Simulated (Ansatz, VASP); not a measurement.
Two plane-wave programs on CuNi2

```
CELL_PARAMETERS angstrom
0.00000 2.71257 2.71257
2.71257 0.00000 2.71257
2.71257 2.71257 0.00000
ATOMIC_POSITIONS crystal
Cu 0.00000 0.00000 0.00000
Ni 0.25000 0.25000 0.25000
Ni 0.75000 0.75000 0.75000
```

Alike in both runs: functional PBE; k mesh 6 × 6 × 6; occupations gaussian, width 0.1 eV; collinear spin.

Ansatz relaxed the structure, and its values are those at the end. VASP's run is a single point on that final structure, the one shown.

|  | VASP | Ansatz |
| --- | --- | --- |
| version | VASP 6.6.1 | Ansatz 0.2.0 |
| potentials or method | VASP PAW PBE potentials, release 64 (Cu, Ni), cutoff 520 eV | scalar-relativistic, plane waves, PAW |
| valence electrons in the cell | 31 | 55 |

Ansatz gave:

- gap on the k mesh at the Fermi level (eV): none
- pressure (GPa): 0.2
- net moment per atom (μB): 0.32
- size of the moment on the site where the two differ most (μB): 0.48

Question: Estimate VASP's values.

Answer: gap on the k mesh at the Fermi level (eV): none; pressure (GPa): 0.4; net moment per atom (μB): 0.31; size of the moment on the site where the two differ most (μB): 0.46.

Site moments also hang on the region over which each program counts them. A gap of «none» marks a metal or a gap that the smearing closes. With one functional, cell and mesh, what is left measures potentials, basis and numerics. VASP's potentials hold 31 valence electrons a cell and Ansatz's 55, so a difference there can come from the potentials and not from the codes.
